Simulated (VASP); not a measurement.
# Ti (P6/mmm) in VASP: settings compared

Ti is run at these levels: revPBE, BLYP, r2SCAN, BLYP+D4, revPBE+D3(BJ); tasks: single point, relaxation of cell and atoms.

Program: VASP 6.6.1. These are calculated values, not measurements. Logs are shortened: lines on timing, memory, paths and dates and some standing lists are left out, and cuts for length are marked.

## Step 1: The cell of the first run

Symmetry: P6/mmm, No. 191, hexagonal system. Conventional cell: a = 4.614 Å, b = 4.614 Å, c = 2.849 Å, α = 90.00°, β = 90.00°, γ = 120.00°. Ti (site symmetry -6m2) has 11 Ti at 2.66 to 3.02 Å within 3.5 Å. Ti (site symmetry 6/mmm) has 14 Ti at 2.85 to 3.02 Å within 3.8 Å.

This isn't the form of Ti at room conditions, which is hcp.

## Step 2: Single point, revPBE

The input, INCAR:

```
PREC = Accurate ; ENCUT = 520
EDIFF = 1E-6 ; ISMEAR = -1
SIGMA = 0.05 ; LREAL = F
LASPH = T ; NELM = 60
ALGO = Normal ; ISIF = 2
LWAVE = F ; LCHARG = T
GGA = RE ; LELF = T
LVHAR = T ; NBANDS = 25
```

The input, KPOINTS:

```
regular mesh
0
Gamma
  7 7 9
```

The input, POSCAR:

```
Ti
1.0
    4.6142514669      0.0000000000      0.0000000000
   -2.3071257334      3.9960589898      0.0000000000
    0.0000000000      0.0000000000      2.8487352083
Ti
3
Direct
    0.6666666667      0.3333333333      0.5000000000
    0.3333333333      0.6666666667      0.5000000000
    0.0000000000      0.0000000000      0.0000000000
```

Potentials or basis: VASP PAW PBE potentials, release 64 (Ti_sv).

On the command line:

```bash
> cat potpaw_PBE.64/Ti_sv/POTCAR > POTCAR
> mpirun -np 1 vasp_std > vasp.out
```

OUTCAR:

```text
PREC = Accurate
   ENCUT = 520
   EDIFF = 1E-6
   ISMEAR = -1
   LREAL = F
   LASPH = T
   NELM = 60
   ISIF = 2
   GGA = RE

 ion  position               nearest neighbor table
   1  0.667  0.333  0.500-   2 2.66   2 2.66   2 2.66
   2  0.333  0.667  0.500-   1 2.66   1 2.66   1 2.66
   3  0.000  0.000  0.000-

  LATTYP: Found a hexagonal cell.
 ALAT       =     4.6142514669
 C/A-ratio  =     0.6173775376

  Lattice vectors:

 A1 = (   4.6142514669,   0.0000000000,   0.0000000000)
 A2 = (  -2.3071257334,   3.9960589898,   0.0000000000)
 A3 = (   0.0000000000,   0.0000000000,   2.8487352083)

Analysis of symmetry for initial positions (statically):
=====================================================================
 Subroutine PRICEL returns:
 Original cell was already a primitive cell.

 Routine SETGRP: Setting up the symmetry group for a
 hexagonal supercell.

 Subroutine GETGRP returns: Found 24 space group operations
 (whereof 24 operations were pure point group operations)
 out of a pool of 24 trial point group operations.

The static configuration has the point symmetry D_6h.

Analysis of symmetry for dynamics (positions and initial velocities):
=====================================================================
 Subroutine PRICEL returns:
 Original cell was already a primitive cell.

 Routine SETGRP: Setting up the symmetry group for a
 hexagonal supercell.

 Subroutine GETGRP returns: Found 24 space group operations
 (whereof 24 operations were pure point group operations)
 out of a pool of 24 trial point group operations.

The dynamic configuration has the point symmetry D_6h.

 Subroutine INISYM returns: Found 24 space group operations
 (whereof 24 operations are pure point group operations),
 and found     1 'primitive' translations

----------------------------------------------------------------------------------------

                                     Primitive cell

  volume of cell :      52.5273

  direct lattice vectors                    reciprocal lattice vectors
     4.614251467  0.000000000  0.000000000     0.216719875  0.125123278  0.000000000
    -2.307125733  3.996058990  0.000000000     0.000000000  0.250246556  0.000000000
     0.000000000  0.000000000  2.848735208     0.000000000  0.000000000  0.351032977

[... 80 lines left out ...]
   LNONCOLLINEAR =      F non collinear calculations
   LSORBIT =      F    spin-orbit coupling
   LASPH  =      T    aspherical Exc in radial PAW
   ENCUT  =  520.0 eV  38.22 Ry    6.18 a.u.   8.58  8.58  5.30*2*pi/ulx,y,z
   NELM   =     60;   NELMIN=  2; NELMDL= -5     # of ELM steps
   EDIFF  = 0.1E-05   stopping-criterion for ELM
   LREAL  =      F    real-space projection
   EDIFFG = 0.1E-04   stopping-criterion for IOM
   NSW    =      0    number of steps for IOM
   IBRION =     -1    ionic relax: 0-MD 1-quasi-New 2-CG
   NFREE  =      0    steps in history (QN), initial steepest desc. (CG)
   ISIF   =      2    stress and relaxation
   ISYM   =      2    0-nonsym 1-usesym 2-fastsym
   POTIM  = 0.5000    time-step for ionic-motion
   TEBEG  =    0.0;   TEEND  =   0.0 temperature during run
   PSTRESS=    0.0 pullay stress
   NELECT =      36.0000    total number of electrons
   NUPDOWN=      -1.0000    fix difference up-down
   EMIN   =  10.00;   EMAX   =-10.00  energy-range for DOS
   EFERMI =   0.00;   METHOD = LEGACY
   ISMEAR =    -1;   SIGMA  =   0.05  broadening in eV -4-tet -1-fermi 0-gaus
   EFERMI_NEDOS =   21; number of points for ismear=-14 and -15
   IALGO  =     38    algorithm
   IMIX   =      4    mixing-type and parameters
     AMIX     =   0.40;   BMIX     =  1.00
     AMIX_MAG =   1.60;   BMIX_MAG =  1.00
  volume/ion in A,a.u.               =      17.51       118.16
  Fermi-wavevector in a.u.,A,eV,Ry     =   1.443380  2.727592 28.345628  2.083345
  Thomas-Fermi vector in A             =   2.561794
   LORBIT       =      0    0 simple, 1 ext, 2 COOP (PROOUT), +10 PAW based schemes
   GGA     = RE    functional components
   LHFCALC =     F    Hartree Fock is set to
   AEXX    =    0.0000 exact exchange contribution
   IVDW    =     0    specifies the selected vdW correction
   LEPSILON=     F    determine dielectric tensor
   LRPA    =     F    only Hartree local field effects (RPA)
 non-spin polarized calculation
  energy-cutoff  :      520.00
  volume of cell :       52.53
 maximum number of plane-waves:      1433
 NGX is ok and might be reduce to    36
   NGX = 17   NGY = 17   NGZ = 11

 number of electron      35.9999984 magnetization

 Free energy of the ion-electron system (eV)
  ---------------------------------------------------
  ext. energy  EPLUGINS =         0.00000000
  ---------------------------------------------------
  free energy    TOTEN  =       -22.57206389 eV

  energy without entropy =      -22.55016221  energy(sigma->0) =      -22.56111305

 E-fermi :   8.2180     XC(G=0): -11.3800

 val. band max:        8.2178761364   @ k =   0.4286   0.1429   0.3333
 cond. band min:       8.2382500464   @ k =   0.2857   0.1429   0.0000
 fundamental gap:      0.0203739100
 Fermi energy:         8.2179766062

 k-point     1 :       0.0000    0.0000    0.0000
  band No.  band energies     occupation
      1     -48.8114      2.00000
      2     -48.5504      2.00000
      3     -48.4008      2.00000
      4     -25.0652      2.00000
      5     -25.0652      2.00000
      6     -24.9414      2.00000
[... 661 lines left out ...]
     24      10.7275      0.00000
     25      10.7432      0.00000

 [... further k-points ...]

------------------------ aborting loop because EDIFF is reached ----------------------------------------

  FORCE on cell =-STRESS in cart. coord.  units (eV):
  Direction    XX          YY          ZZ          XY          YZ          ZX
  --------------------------------------------------------------------------------------
  -------------------------------------------------------------------------------------
  Total       -0.0673753     -0.0673753     -0.0641560     -0.0000000      0.0000000     -0.0000000
  in kB       -2.0550663     -2.0550663     -1.9568740     -0.0000000      0.0000000     -0.0000000
  external PRESSURE =      -2.0223355 kB  Pullay stress =       0.0000000 kB

 VOLUME and BASIS-vectors are now :
 -----------------------------------------------------------------------------
  energy-cutoff  :      520.00
  volume of cell :       52.53
      direct lattice vectors                 reciprocal lattice vectors
     4.614251467  0.000000000  0.000000000     0.216719875  0.125123278  0.000000000
    -2.307125733  3.996058990  0.000000000     0.000000000  0.250246556  0.000000000
     0.000000000  0.000000000  2.848735208     0.000000000  0.000000000  0.351032977

 POSITION                                       TOTAL-FORCE (eV/Angst)
 -----------------------------------------------------------------------------------
      2.30713      1.33202      1.42437        -0.000000     -0.000000      0.000000
     -0.00000      2.66404      1.42437         0.000000      0.000000     -0.000000
      0.00000      0.00000      0.00000         0.000000      0.000000      0.000000
 -----------------------------------------------------------------------------------
    total drift:                                0.000000      0.000000     -0.000000

  FREE ENERGIE OF THE ION-ELECTRON SYSTEM (eV)
  ---------------------------------------------------
  free  energy   TOTEN  =       -22.5720638867 eV

  energy  without entropy=      -22.5501622077  energy(sigma->0) =      -22.56111305
```

Run time: 84 s. Hardware: 1 thread of Intel Xeon 8259CL, shared host; peak memory 0.19 GiB.

What came out:

```
Free energy            : -22.5721 eV
Pressure               : -0.2 GPa
Band gap on the k mesh : zero (bands 18 and 19 overlap by 0.24 eV)
```

Caveat: the PAW data sets were made with another functional, which shifts forces and pressure a little.

## Step 3: Single point, BLYP

The input, INCAR:

```
PREC = Accurate ; ENCUT = 520
EDIFF = 1E-6 ; ISMEAR = -1
SIGMA = 0.05 ; LREAL = F
LASPH = T ; NELM = 100
ALGO = Fast ; ISIF = 2
LWAVE = F ; LCHARG = F
GGA = B5 ; ALDAX = 1.0
AGGAX = 1.0 ; AGGAC = 1.0
ALDAC = 0.0 ; NBANDS = 25
```

The input, KPOINTS:

```
Automatic mesh
0
Gamma
  7 7 9
```

The input, POSCAR:

```
Ti
1.0
    4.6121637379      0.0000000000      0.0000000000
   -2.3060818690      3.9942509635      0.0000000000
    0.0000000000      0.0000000000      2.8560292136
Ti
3
Direct
    0.6666666667      0.3333333333      0.5000000000
    0.3333333333      0.6666666667      0.5000000000
    0.0000000000      0.0000000000      0.0000000000
```

Potentials or basis: VASP PAW PBE potentials, release 64 (Ti_sv).

On the command line:

```bash
> cat potpaw_PBE.64/Ti_sv/POTCAR > POTCAR
> mpirun -np 1 vasp_std > vasp.out
```

OUTCAR:

```text
PREC = Accurate
   ENCUT = 520
   EDIFF = 1E-6
   ISMEAR = -1
   LREAL = F
   LASPH = T
   NELM = 100
   ISIF = 2
   GGA = B5

 ion  position               nearest neighbor table
   1  0.667  0.333  0.500-   2 2.66   2 2.66   2 2.66
   2  0.333  0.667  0.500-   1 2.66   1 2.66   1 2.66
   3  0.000  0.000  0.000-

  LATTYP: Found a hexagonal cell.
 ALAT       =     4.6121637379
 C/A-ratio  =     0.6192384694

  Lattice vectors:

 A1 = (   4.6121637379,   0.0000000000,   0.0000000000)
 A2 = (  -2.3060818690,   3.9942509635,   0.0000000000)
 A3 = (   0.0000000000,   0.0000000000,   2.8560292136)

Analysis of symmetry for initial positions (statically):
=====================================================================
 Subroutine PRICEL returns:
 Original cell was already a primitive cell.

 Routine SETGRP: Setting up the symmetry group for a
 hexagonal supercell.

 Subroutine GETGRP returns: Found 24 space group operations
 (whereof 24 operations were pure point group operations)
[... 163 lines left out ...]
  free energy    TOTEN  =       -20.32549576 eV

  energy without entropy =      -20.30031810  energy(sigma->0) =      -20.31290693

 E-fermi :   8.5725     XC(G=0): -10.9180

 val. band max:        8.5690155156   @ k =   0.2857  -0.0000   0.1111
 cond. band min:       8.5998859347   @ k =   0.2857   0.1429   0.0000
 fundamental gap:      0.0308704190
 Fermi energy:         8.5724697587

 k-point     1 :       0.0000    0.0000    0.0000
  band No.  band energies     occupation
      1     -48.1401      2.00000
      2     -47.8638      2.00000
      3     -47.7083      2.00000
      4     -24.6166      2.00000
      5     -24.6166      2.00000
      6     -24.4810      2.00000
[... 661 lines left out ...]
     24      11.0060      0.00000
     25      11.0388      0.00000

 [... further k-points ...]

------------------------ aborting loop because EDIFF is reached ----------------------------------------

  FORCE on cell =-STRESS in cart. coord.  units (eV):
  Direction    XX          YY          ZZ          XY          YZ          ZX
  --------------------------------------------------------------------------------------
  -------------------------------------------------------------------------------------
  Total       -0.0433492     -0.0433492     -0.0653233      0.0000000      0.0000000      0.0000000
  in kB       -1.3200460     -1.3200460     -1.9891895      0.0000000      0.0000000      0.0000000
  external PRESSURE =      -1.5430938 kB  Pullay stress =       0.0000000 kB

 VOLUME and BASIS-vectors are now :
 -----------------------------------------------------------------------------
  energy-cutoff  :      520.00
  volume of cell :       52.61
      direct lattice vectors                 reciprocal lattice vectors
     4.612163738  0.000000000  0.000000000     0.216817975  0.125179916  0.000000000
    -2.306081869  3.994250963  0.000000000     0.000000000  0.250359832  0.000000000
     0.000000000  0.000000000  2.856029214     0.000000000  0.000000000  0.350136475

 POSITION                                       TOTAL-FORCE (eV/Angst)
 -----------------------------------------------------------------------------------
      2.30608      1.33142      1.42801         0.000000      0.000000      0.000000
     -0.00000      2.66283      1.42801        -0.000000      0.000000      0.000000
      0.00000      0.00000      0.00000        -0.000000     -0.000000      0.000000
 -----------------------------------------------------------------------------------
    total drift:                                0.000000      0.000000     -0.000000

  FREE ENERGIE OF THE ION-ELECTRON SYSTEM (eV)
  ---------------------------------------------------
  free  energy   TOTEN  =       -20.3254957636 eV

  energy  without entropy=      -20.3003180964  energy(sigma->0) =      -20.31290693
```

It took 5.8 min on 1 thread of Intel Xeon 8259CL, shared host; peak memory 0.19 GiB.

Results:

```
Free energy            : -20.3255 eV
Pressure               : -0.2 GPa
Band gap on the k mesh : zero (bands 18 and 19 overlap by 0.23 eV)
```

Caveat: the PAW data sets were made with another functional, which shifts forces and pressure a little.

## Step 4: Single point, r2SCAN

This run uses another cell than the first one, of 17.02 Å³/atom.

The input, POSCAR:

```
Ti
1.0
    4.5673748306      0.0000000000      0.0000000000
   -2.2836874153      3.9554626319      0.0000000000
    0.0000000000      0.0000000000      2.8262442700
Ti
3
Direct
    0.6666666667      0.3333333333      0.5000000000
    0.3333333333      0.6666666667      0.5000000000
    0.0000000000      0.0000000000      0.0000000000
```

The input, INCAR.step1:

```
PREC = Accurate ; ENCUT = 520
ISMEAR = -1 ; SIGMA = 0.05
LREAL = False ; LASPH = True
NELM = 60 ; NBANDS = 25
GGA = PE ; ALGO = Normal
EDIFF = 1E-4 ; LWAVE = True
LCHARG = False
```

The input, INCAR.step2:

```
PREC = Accurate ; ENCUT = 520
EDIFF = 1E-6 ; ISMEAR = -1
SIGMA = 0.05 ; LREAL = False
LASPH = True ; NELM = 60
ALGO = Normal ; ISIF = 2
LWAVE = False ; LCHARG = False
METAGGA = R2SCAN ; LMIXTAU = True
NBANDS = 25 ; ISTART = 1
```

KPOINTS is that of step 3.

On the command line:

```bash
> cat potpaw_PBE.64/Ti_sv/POTCAR > POTCAR
> cp INCAR.step1 INCAR
> mpirun -np 1 vasp_std > vasp.out
> cp INCAR.step2 INCAR
> mpirun -np 1 vasp_std > vasp.out
```

It took 5 min on 1 thread of Intel Xeon 8259CL, shared host; peak memory 0.2 GiB.

Results (log left out):

```yaml
Free_energy: -38.9079 eV
Pressure: 0.3 GPa
Band_gap_on_the_k_mesh: zero (bands 18 and 19 overlap by 0.25 eV)
```

Stress tensor (GPa, compression positive):
```
0.37 0.00 0.00
0.00 0.37 0.00
0.00 0.00 0.21
```

Levels at points of the mesh, in eV from the Fermi level:
```csv
k point,band 16,band 17,band 18,band 19,band 20,band 21
"(0.00, 0.00, 0.00)",-0.79,-0.77,-0.77,0.03,0.83,1.44
```

Caveat: the PAW data sets were made with another functional, which shifts forces and pressure a little.

## Step 5: Relaxation of cell and atoms, BLYP+D4

This run uses another cell than the first one, of 17.02 Å³/atom.

The input, INCAR:

```
PREC = Accurate
ENCUT = 600
EDIFF = 1E-6
ISMEAR = -1
SIGMA = 0.05
LREAL = False
LASPH = True
NELM = 60
ALGO = Fast
ISIF = 3
LWAVE = False
LCHARG = False
GGA = B5
ALDAX = 1.0
AGGAX = 1.0
AGGAC = 1.0
ALDAC = 0.0
IVDW = 13
VDW_S6 = 1.0
VDW_S8 = 2.34076671
VDW_A1 = 0.44488865
VDW_A2 = 4.0933009
IBRION = 2
NSW = 60
EDIFFG = -0.01
```

KPOINTS is that of step 4.

POSCAR is that of step 4.

On the command line:

```bash
> cat potpaw_PBE.64/Ti_sv/POTCAR > POTCAR
> mpirun -np 1 vasp_std > vasp.out
```

It took 10 min on 1 thread of Intel Xeon 8259CL, shared host; peak memory 0.21 GiB.

It converged, with:

- Free energy: -21.4591 eV
- Relaxed volume: 16.98 Å³/atom
- Relaxed cell: a = 4.561 Å, b = 4.561 Å, c = 2.827 Å, α = 90.00°, β = 90.00°, γ = 120.00°
- Space group after relaxing (to 0.1 Å): P6/mmm (No. 191)
- Energy gained by relaxing: 0.1 meV/atom
- Ionic steps: 5
- Pressure after relaxing: 0.0 GPa
- Band gap on the k mesh: zero (bands 18 and 19 overlap by 0.26 eV)
- Dispersion energy per atom: -0.385 eV

Step by step:
```csv
step,energy change (eV),largest force (eV/Å),pressure (GPa),volume (Å³)
1,0.0000,0.0000,-0.38,51.06
2,-0.0001,0.0000,0.27,50.76
3,-0.0002,0.0000,0.09,50.91
4,-0.0002,0.0000,0.03,50.92
5,-0.0002,0.0000,-0.03,50.93
```

Final structure:
```
CELL_PARAMETERS angstrom
4.56131 0.00000 0.00000
-2.28065 3.95021 0.00000
0.00000 0.00000 2.82670
ATOMIC_POSITIONS crystal
Ti 0.66667 0.33333 0.50000
Ti 0.33333 0.66667 0.50000
Ti 0.00000 0.00000 0.00000
```

Levels at points of the mesh, in eV from the Fermi level:
```
           k point  band 16  band 17  band 18  band 19  band 20  band 21
(0.00, 0.00, 0.00)    -0.66    -0.57    -0.57    -0.04     0.64     1.23
```

Caveat: the PAW data sets were made with another functional, which shifts forces and pressure a little.

## Step 6: Relaxation of cell and atoms, revPBE+D3(BJ)

This run uses another cell than the first one, of 17.02 Å³/atom.

The input, INCAR:

```
SYSTEM = Ti
PREC = Accurate
ENCUT = 600
EDIFF = 1E-7
ISMEAR = -1
SIGMA = 0.05
LREAL = .False.
LASPH = .True.
NELM = 100
ALGO = Fast
ISIF = 3
LWAVE = .False.
LCHARG = .False.
GGA = RE
IVDW = 12
IBRION = 2
NSW = 60
EDIFFG = -0.01
```

The input, KPOINTS:

```
Automatic mesh
0
Gamma
  7 7 9
  0 0 0
```

POSCAR is that of step 5.

Potentials or basis: VASP PAW PBE potentials, release 64 (Ti_sv).

On the command line:

```bash
> cat potpaw_PBE.64/Ti_sv/POTCAR > POTCAR
> mpirun -np 1 vasp_std > vasp.out
```

It took 30 min on 1 thread of Intel Xeon 8259CL, shared host; peak memory 0.23 GiB.

The run converged. Its results:

```yaml
Free_energy: -26.0917 eV
Relaxed_volume: 15.74 Å³/atom
Relaxed_cell: a = 4.448 Å, b = 4.448 Å, c = 2.757 Å, α = 90.00°, β = 90.00°, γ = 120.00°
Space_group_after_relaxing_to_0.1_Å: P6/mmm (No. 191)
Energy_gained_by_relaxing: 35.3 meV/atom
Ionic_steps: 5
Pressure_after_relaxing: 0.1 GPa
Band_gap_on_the_k_mesh: zero (bands 18 and 19 overlap by 0.33 eV)
Dispersion_energy_per_atom: -1.240 eV
```

Step by step:
```csv
step,energy change (eV),largest force (eV/Å),pressure (GPa),volume (Å³)
1,0.0000,0.0000,-8.46,51.06
2,-0.0458,0.0000,7.59,44.70
3,-0.1050,0.0000,-0.09,47.31
4,-0.1058,0.0000,0.03,47.23
5,-0.1059,0.0000,0.08,47.23
```

Final structure:
```yaml
crystal:
  lattice:
    - [4.44791, 0.00000, 0.00000]
    - [-2.22396, 3.85201, 0.00000]
    - [0.00000, 0.00000, 2.75659]
  atoms:
    - { symbol: Ti, position: [0.66667, 0.33333, 0.50000] }
    - { symbol: Ti, position: [0.33333, 0.66667, 0.50000] }
    - { symbol: Ti, position: [0.00000, 0.00000, 0.00000] }
```

Levels at points of the mesh, in eV from the Fermi level:
| k point | band 16 | band 17 | band 18 | band 19 | band 20 | band 21 |
| --- | --- | --- | --- | --- | --- | --- |
| (0.00, 0.00, 0.00) | -0.72 | -0.65 | -0.65 | 0.00 | 0.75 | 1.40 |

Caveat: the PAW data sets were made with another functional, which shifts forces and pressure a little.

## Step 7: Summary

```csv
task,level,cell,cutoff (eV),gap on the mesh (eV),pressure (GPa),relaxed volume (Å³/atom)
single point,revPBE,"a = 4.614, b = 4.614, c = 2.849 Å, angles 90.0, 90.0, 120.0°, 3 atoms",520,none,-0.2,-
single point,BLYP,"a = 4.612, b = 4.612, c = 2.856 Å, angles 90.0, 90.0, 120.0°, 3 atoms",520,none,-0.2,-
single point,r2SCAN,"a = 4.567, b = 4.567, c = 2.826 Å, angles 90.0, 90.0, 120.0°, 3 atoms",520,none,0.3,-
relaxation of cell and atoms,BLYP+D4,"relaxed from a = 4.567, b = 4.567, c = 2.826 Å, angles 90.0, 90.0, 120.0°, 3 atoms",600,none,0.0,16.98
relaxation of cell and atoms,revPBE+D3(BJ),"relaxed from a = 4.567, b = 4.567, c = 2.826 Å, angles 90.0, 90.0, 120.0°, 3 atoms",600,none,0.1,15.74
```

Alike in all rows: potentials or basis VASP PAW PBE potentials, release 64 (Ti_sv); no spin polarisation; k mesh 7 × 7 × 9; smearing fermi-dirac 0.05 eV.

Caveats: the PAW data sets were made with another functional, which shifts forces and pressure a little.

Total energies depend on the potentials used, so only differences within one code and one set of settings carry meaning.
